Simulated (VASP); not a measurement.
A run of VASP 6.6.1:

INCAR

```
SYSTEM = In
  PREC = Accurate
  ENCUT = 600
  EDIFF = 1E-7
  ISMEAR = -1
  SIGMA = 0.1
  LREAL = .False.
  LASPH = .True.
  NELM = 80
  ALGO = Normal
  ISIF = 3
  LWAVE = .False.
  LCHARG = .False.
  GGA = CA
  IBRION = 2
  NSW = 32
  EDIFFG = -0.005
  PSTRESS = 900.0
```

KPOINTS

```
regular mesh
0
Gamma
  16 16 9
  0 0 0
```

The input POSCAR:

```
In
1.0
    2.7491460798      0.0000000000      0.0000000000
   -1.3745730400      2.3808303438      0.0000000000
    0.0000000000      0.0000000000      4.5644586414
In
2
Direct
    0.3333333333      0.6666666667      0.2500000000
    0.6666666667      0.3333333333      0.7500000000
```

Potentials or basis: VASP PAW LDA potentials, release 64 (In_d).

Launch:

```console
$ cat potpaw_LDA.64/In_d/POTCAR > POTCAR
$ mpirun -np 1 vasp_std > vasp.out
```

Hardware: 1 thread of Intel(R) Xeon(R) 6975P-C (Granite Rapids), on a shared host.

Problem. How long does it take, and how much memory?

Solution. Wall time 56 s on 1 thread of Intel(R) Xeon(R) 6975P-C (Granite Rapids), on a shared host, peak memory 0.2 GiB. Counts: scf iterations 28, k points 150, ion steps 3.
